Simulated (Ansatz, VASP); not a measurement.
# Two plane-wave programs on GaP

```
CELL_PARAMETERS angstrom
0.00000 2.61624 2.61624
2.61624 0.00000 2.61624
2.61624 2.61624 0.00000
ATOMIC_POSITIONS crystal
Ga 0.00000 0.00000 0.00000
P 0.75000 0.75000 0.75000
```

Change from the starting cell: strain -0.040 along x and y, -0.040 along z, atoms carried along.

Alike in both runs: task single point; functional r2SCAN; k mesh 8 × 8 × 8; occupations gaussian, width 0.05 eV; no spin polarisation.

|  | VASP | Ansatz |
| --- | --- | --- |
| version | VASP 6.6.1 | Ansatz 0.2.0 |
| potentials or method | VASP PAW PBE potentials, release 64 (Ga_d, P), cutoff 520 eV | scalar-relativistic, plane waves, PAW |
| valence electrons in the cell | 18 | 18 |

```csv
,VASP,Ansatz,Ansatz less VASP
gap on the k mesh at the Fermi level (eV),1.63,1.63,-0.003
least direct gap on the mesh (eV),3.44,3.47,+0.028
pressure (GPa),14.1,14.1,+0.03
```

VASP's potentials were made for PBE, not for r2SCAN. The functional is the same, so the differences come from potentials, cutoffs and numerics.
